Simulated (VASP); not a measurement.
# ReS2 in VASP: single point with LDA

Aim: the single point of ReS2 with LDA.

Program: VASP 6.6.1. These are calculated values, not measurements. Logs are shortened: lines on timing, memory, paths and dates and some standing lists are left out, and cuts for length are marked.

**1. The cell of the first run**

The cell holds a sheet with vacuum, 24 atoms: a = 6.295 Å, b = 6.398 Å, c = 23.000 Å, α = 90.00°, β = 90.00°, γ = 61.24°.

**2. Single point, LDA**

INCAR

```
PREC = Accurate
ENCUT = 520
EDIFF = 1E-7
ISMEAR = 0
SIGMA = 0.01
LREAL = Auto
LASPH = T
NELM = 100
ALGO = Normal
ISIF = 2
LWAVE = F
LCHARG = T
LELF = T
LVHAR = T
NBANDS = 94
```

KPOINTS

```
Automatic mesh
0
Gamma
  4 4 1
```

POSCAR

```
ReS2
1.0
    6.2948224531     -0.0068751391      0.0000000000
    3.0851180656      5.6055924670      0.0000000000
    0.0000000000      0.0000000000     23.0000000000
Re S
8 16
Direct
   -0.0585673173      0.3119422500      0.3672663474
    0.0641368984      0.6864267752      0.3717589131
    0.5147136288      0.2848570475      0.3688771326
    0.4906588476      0.7136228603      0.3701430984
    0.3000092322      0.1173829564      0.6282410554
    0.4227135732      0.4918675792      0.6327336388
    0.8734873756      0.0901869606      0.6298569035
    0.8494326216      0.5189527762      0.6311228921
    0.6864331150      0.9032873884      0.3185229265
    0.1477579822      0.9349271510      0.3112717555
   -0.1422209902      1.0633132972      0.4276207046
   -0.1817994414      0.6057260037      0.4372392287
    0.3190651980      1.0950814113      0.4205571897
    0.6476279994      0.4410709639      0.2941556790
    0.3575660707      0.5575247760      0.4449074985
    0.1870176886      0.3936499823      0.3018399556
    1.0450811190      0.7087284173      0.5794428198
    0.5063674394      0.7404965117      0.5723792968
    0.2163883791      0.8688825309      0.6887282210
    0.1771284458      0.4101593448      0.6981600756
    0.6777131284      0.9005225089      0.6814770537
    1.0065800446      0.2462851432      0.5550924981
    0.7165182246      0.3627388582      0.7058443313
    0.5459457704      0.1980837359      0.5627607841
```

Potentials or basis: VASP PAW LDA potentials, release 64 (Re, S).

Launch:

```bash
> cat potpaw_LDA.64/Re/POTCAR potpaw_LDA.64/S/POTCAR > POTCAR
> mpirun -np 1 vasp_std > vasp.out
```

OUTCAR:

```text
PREC = Accurate
   ENCUT = 520
   EDIFF = 1E-7
   ISMEAR = 0
   LREAL = Auto
   LASPH = T
   NELM = 100
   ISIF = 2

 ion  position               nearest neighbor table
   1  0.941  0.312  0.367-  12 2.31  14 2.34  11 2.35  16 2.39  13 2.43  10 2.48   4 2.76   3 2.77
                             2 2.85
   2  0.064  0.686  0.372-  16 2.30  15 2.34  10 2.36  12 2.39   9 2.43  11 2.48   3 2.76   4 2.77
                             1 2.85
   3  0.515  0.285  0.369-  15 2.33  14 2.34  11 2.36  16 2.39  13 2.42   9 2.44   4 2.67   2 2.76
                             1 2.77
   4  0.491  0.714  0.370-  14 2.33  15 2.34  10 2.36  12 2.40   9 2.42  13 2.44   3 2.67   1 2.76
                             2 2.77
   5  0.300  0.117  0.628-  20 2.30  22 2.34  19 2.36  24 2.39  21 2.43  18 2.48   8 2.76   7 2.77
                             6 2.85
   6  0.423  0.492  0.633-  24 2.31  23 2.34  18 2.35  20 2.39  17 2.43  19 2.48   7 2.76   8 2.77
                             5 2.85
   7  0.873  0.090  0.630-  23 2.33  22 2.34  19 2.36  24 2.40  21 2.42  17 2.44   8 2.67   6 2.76
                             5 2.77
   8  0.849  0.519  0.631-  22 2.33  23 2.34  18 2.36  20 2.39  17 2.42  21 2.44   7 2.67   5 2.76
                             6 2.77
   9  0.686  0.903  0.319-   4 2.42   2 2.43   3 2.44
  10  0.148  0.935  0.311-   2 2.36   4 2.36   1 2.48
  11  0.858  0.063  0.428-   1 2.35   3 2.36   2 2.48
  12  0.818  0.606  0.437-   1 2.31   2 2.39   4 2.40
  13  0.319  0.095  0.421-   3 2.42   1 2.43   4 2.44
  14  0.648  0.441  0.294-   4 2.33   3 2.34   1 2.34
[... 8 lines left out ...]
  23  0.717  0.363  0.706-   7 2.33   8 2.34   6 2.34
  24  0.546  0.198  0.563-   6 2.31   5 2.39   7 2.40

  LATTYP: Found a simple monoclinic cell.
 ALAT       =     6.2948262076
 B/A-ratio  =     3.6537942815
 C/A-ratio  =     1.0164674254
 COS(beta)  =    -0.4812066420

  Lattice vectors:

 A1 = (   6.2948224531,  -0.0068751391,   0.0000000000)
 A2 = (   0.0000000000,   0.0000000000,  23.0000000000)
 A3 = (  -3.0851180656,  -5.6055924670,   0.0000000000)

Analysis of symmetry for initial positions (statically):
=====================================================================
 Subroutine PRICEL returns:
 Original cell was already a primitive cell.

 Routine SETGRP: Setting up the symmetry group for a
 simple monoclinic supercell.

 Subroutine GETGRP returns: Found  2 space group operations
 (whereof  1 operations were pure point group operations)
 out of a pool of  4 trial point group operations.

The static configuration has the point symmetry C_1 .
 The point group associated with its full space group is S_2 .

Analysis of symmetry for dynamics (positions and initial velocities):
=====================================================================
 Subroutine PRICEL returns:
[... 150 lines left out ...]
   NELECT =     152.0000    total number of electrons
   NUPDOWN=      -1.0000    fix difference up-down
   EMIN   =  10.00;   EMAX   =-10.00  energy-range for DOS
   EFERMI =   0.00;   METHOD = LEGACY
   ISMEAR =     0;   SIGMA  =   0.01  broadening in eV -4-tet -1-fermi 0-gaus
   EFERMI_NEDOS =   21; number of points for ismear=-14 and -15
   IALGO  =     38    algorithm
   IMIX   =      4    mixing-type and parameters
     AMIX     =   0.40;   BMIX     =  1.00
     AMIX_MAG =   1.60;   BMIX_MAG =  1.00
  volume/ion in A,a.u.               =      33.84       228.34
  Fermi-wavevector in a.u.,A,eV,Ry     =   0.936465  1.769662 11.931849  0.876966
  Thomas-Fermi vector in A             =   2.063477
   LORBIT       =      0    0 simple, 1 ext, 2 COOP (PROOUT), +10 PAW based schemes
   GGA     = CA    functional components
   LHFCALC =     F    Hartree Fock is set to
   AEXX    =    0.0000 exact exchange contribution
   IVDW    =     0    specifies the selected vdW correction
   LEPSILON=     F    determine dielectric tensor
   LRPA    =     F    only Hartree local field effects (RPA)
 non-spin polarized calculation
 Gauss-broadening in eV      SIGMA  =   0.01
  energy-cutoff  :      520.00
  volume of cell :      812.07
 maximum number of plane-waves:     21898
 NGX is ok and might be reduce to    48
   NGX = 23   NGY = 23   NGZ = 85

 number of electron     151.9999999 magnetization

 Free energy of the ion-electron system (eV)
  ---------------------------------------------------
  ext. energy  EPLUGINS =         0.00000000
  ---------------------------------------------------
  free energy    TOTEN  =      -200.07128288 eV

  energy without entropy =     -200.07128288  energy(sigma->0) =     -200.07128288

 E-fermi :   0.2277     XC(G=0):  -6.2093

 val. band max:        0.1337682949   @ k =   0.0000   0.0000   0.0000
 cond. band min:       1.4655188243   @ k =   0.0000   0.0000   0.0000
 fundamental gap:      1.3317505294
 Fermi energy:         0.2277394332

 k-point     1 :       0.0000    0.0000    0.0000
  band No.  band energies     occupation
      1     -14.9737      2.00000
      2     -14.8664      2.00000
      3     -13.4723      2.00000
      4     -13.3531      2.00000
      5     -13.0469      2.00000
      6     -12.9914      2.00000
[... 899 lines left out ...]
     87       2.5645      0.00000
     88       2.6976      0.00000
 [bands above 88 left out]

------------------------ aborting loop because EDIFF is reached ----------------------------------------

  FORCE on cell =-STRESS in cart. coord.  units (eV):
  Direction    XX          YY          ZZ          XY          YZ          ZX
  --------------------------------------------------------------------------------------
  -------------------------------------------------------------------------------------
  Total        2.6714149      2.7734765      2.5465625     -0.0541311     -0.1234746      0.0023329
  in kB        5.2705762      5.4719391      5.0242484     -0.1067981     -0.2436096      0.0046028
  external PRESSURE =       5.2555879 kB  Pullay stress =       0.0000000 kB

 VOLUME and BASIS-vectors are now :
 -----------------------------------------------------------------------------
  energy-cutoff  :      520.00
  volume of cell :      812.07
      direct lattice vectors                 reciprocal lattice vectors
     6.294822453 -0.006875139  0.000000000     0.158765282 -0.087378746  0.000000000
     3.085118066  5.605592467  0.000000000     0.000194722  0.178286107  0.000000000
     0.000000000  0.000000000 23.000000000     0.000000000  0.000000000  0.043478261

 POSITION                                       TOTAL-FORCE (eV/Angst)
 -----------------------------------------------------------------------------------
      6.88853      1.74215      8.44713         0.022358     -0.020917     -0.013567
      2.52144      3.84739      8.55046        -0.020625      0.025285      0.015764
      4.11885      1.59325      8.48417        -0.015677     -0.044221     -0.009032
      5.29022      3.99691      8.51329         0.011545      0.045677      0.006685
      2.25065      0.65594     14.44954         0.020625     -0.025285     -0.015764
      4.17838      2.75430     14.55287        -0.022358      0.020917      0.013567
[... 16 lines left out ...]
      5.62945      2.02844     16.23442        -0.001402     -0.001167      0.166604
      4.04774      1.10662     12.94350        -0.001349     -0.038426     -0.123474
 -----------------------------------------------------------------------------------
    total drift:                               -0.000440      0.001727      0.000138

  FREE ENERGIE OF THE ION-ELECTRON SYSTEM (eV)
  ---------------------------------------------------
  free  energy   TOTEN  =      -200.0712828766 eV

  energy  without entropy=     -200.0712828766  energy(sigma->0) =     -200.07128288
```

stdout:

```text
POSCAR found type information on POSCAR ReS
 POSCAR found :  2 types and      24 ions
 scaLAPACK will be used
 LDA part: xc-table for (Slater(with rela. corr.)+CA(PZ))
 , standard interpolation
 POSCAR, INCAR and KPOINTS ok, starting setup
 FFT: planning ... GRIDC
 FFT: planning ... GRID_SOFT
 FFT: planning ... GRID
 WAVECAR not read
 entering main loop
```

It took 88 min on 1 thread of Intel Xeon Platinum 8488C (Sapphire Rapids), shared host; peak memory 0.83 GiB.

What came out:

| Quantity | Value |
| --- | --- |
| Free energy | -200.0713 eV |
| Largest force | 0.167 eV/Å |
| Band gap on the k mesh | 1.33 eV, direct |

Forces in eV/Å, atoms in the order of the input:
```
Re   0.022 -0.021 -0.014
Re  -0.021  0.025  0.016
Re  -0.016 -0.044 -0.009
Re   0.012  0.046  0.007
Re   0.021 -0.025 -0.016
Re  -0.022  0.021  0.014
Re  -0.012 -0.046 -0.007
Re   0.016  0.044  0.009
S    0.005  0.008 -0.070
S   -0.006  0.047 -0.089
S    0.006 -0.046  0.095
S    0.001  0.038  0.123
S   -0.005 -0.011  0.071
S    0.001  0.001 -0.167
S   -0.001  0.004  0.165
S   -0.003 -0.034 -0.130
S    0.005  0.011 -0.071
S   -0.006  0.046 -0.095
S    0.006 -0.047  0.089
S    0.003  0.034  0.130
S   -0.005 -0.008  0.070
S    0.001 -0.004 -0.165
S   -0.001 -0.001  0.167
S   -0.001 -0.038 -0.123
```

Caveat: spin-orbit coupling is left out, which moves the levels of the heavy elements.
